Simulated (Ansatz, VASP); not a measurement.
**Re in VASP and in Ansatz**

Contents of INCAR:

```
PREC = Accurate
ENCUT = 600
EDIFF = 1E-6
ISMEAR = -1
SIGMA = 0.3
LREAL = False
LASPH = True
NELM = 120
ALGO = Normal
ISIF = 2
LWAVE = False
LCHARG = True
GGA = CA
LELF = True
LVHAR = True
NBANDS = 14
GGA_COMPAT = False
```

KPOINTS

```
regular mesh
0
Gamma
  13 13 7
```

File POSCAR:

```
Re
1.0
    2.7391880258      0.0000000000      0.0000000000
   -1.3695940129      2.3722064161      0.0000000000
    0.0000000000      0.0000000000      4.4118668232
Re
2
Direct
    0.3333333333      0.6666666667      0.2500000000
    0.6666666667      0.3333333333      0.7500000000
```

Input for Ansatz:

```yaml
crystal:
  lattice:
    - [2.7391880258, 0.0, 0.0]
    - [-1.3695940129, 2.3722064161, 0.0]
    - [0.0, 0.0, 4.4118668232]
  atoms:
    - { symbol: Re, position: [0.3333333333, 0.6666666667, 0.25] }
    - { symbol: Re, position: [0.6666666667, 0.3333333333, 0.75] }
hamiltonian:
  xc: lda
  pseudopotentials:
    kind: paw
    azcp:
      Re: "pseudopotentials/Re.paw.azcp"
basis:
  ecutwfc: 420
  fft_grid_basis: typed
kpoints:
  mp_grid: { grid: [13, 13, 7], shift: [0, 0, 0] }
magnetization:
  spin_polarized: false
scf:
  occupations: { method: fermi_dirac, width: 0.3 }
  lower_state_search: "off"
output:
  stress: true
  write_density: true
  write_potential: true
  elf: true
  volumetric_format: npy
```

Alike in both runs: task single point; functional LDA; k mesh 13 × 13 × 7; occupations fermi-dirac, width 0.3 eV; no spin polarisation.

```csv
,VASP,Ansatz
version,VASP 6.6.1,Ansatz 0.2.0
potentials or method,"VASP PAW LDA potentials, release 64 (Re), cutoff 600 eV","plane waves (420 eV) with PAW, scalar-relativistic"
valence electrons in the cell,14,30
```

|  | VASP | Ansatz | Ansatz less VASP |
| --- | --- | --- | --- |
| pressure (GPa) | 3.3 | 1.6 | -1.73 |
| traceless stress, the component that is largest in VASP (GPa) | -1.13 | -1.04 | +0.095 |

Ansatz warns that its potentials were made for another functional, while VASP's fit it. LDA's correlation is that of Perdew and Zunger in VASP and of Perdew and Wang (1992) in Ansatz. VASP's potentials hold 14 valence electrons a cell and Ansatz's 30, so a difference there can come from the potentials and not from the codes.

Neither program's run includes spin-orbit coupling.
